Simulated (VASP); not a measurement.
# NaCl: single point with PBEsol+D4

Crystal: NaCl.

```
CELL_PARAMETERS angstrom
3.42764 0.00000 0.00000
0.00000 3.42764 0.00000
0.00000 0.00000 3.42764
ATOMIC_POSITIONS crystal
Cl 0.50000 0.50000 0.50000
Na 0.00000 0.00000 0.00000
```

```
Program                : VASP 6.6.1
Task                   : single point
Functional             : PBEsol
Dispersion             : D4
Potentials or basis    : VASP PAW PBE potentials, release 64 (Cl, Na_pv)
Cutoff                 : 520 eV
k mesh                 : 8 × 8 × 8
Occupations            : fermi-dirac, width 0.05 eV
Spin                   : no spin polarisation
Dipole correction      : no
Further INCAR settings : ALGO = Normal; EDIFF = 1e-06; NBANDS = 14
```

The pressure is 0.0 GPa and the band gap on the k mesh is 4.05 eV (least direct gap 4.61 eV). The dispersion energy per atom is -0.064 eV.

Levels at points of the mesh, in eV from the valence-band top:
```csv
k point,band 4,band 5,band 6,band 7,band 8,band 9,band 10,band 11
"(0.00, 0.00, 0.00)",-13.61,-0.56,-0.56,-0.56,4.05,8.33,8.33,16.14
"(0.50, 0.00, 0.00)",-13.17,-3.30,-0.29,-0.29,6.94,8.93,10.35,11.92
"(0.50, 0.50, 0.00)",-12.86,-2.54,-2.54,0.00,5.40,9.86,11.29,11.29
"(0.50, 0.50, 0.50)",-12.53,-2.09,-2.09,-2.09,6.95,6.95,6.95,12.17
```

Wall time 19 s on 1 thread of Intel(R) Xeon(R) Platinum 8259CL CPU @ 2.50GHz (Skylake/Cascade Lake) (shared host), peak memory 0.15 GiB.

Caveat: the PAW data sets were made with another functional, which shifts forces and pressure a little. A k mesh can miss the band edges.
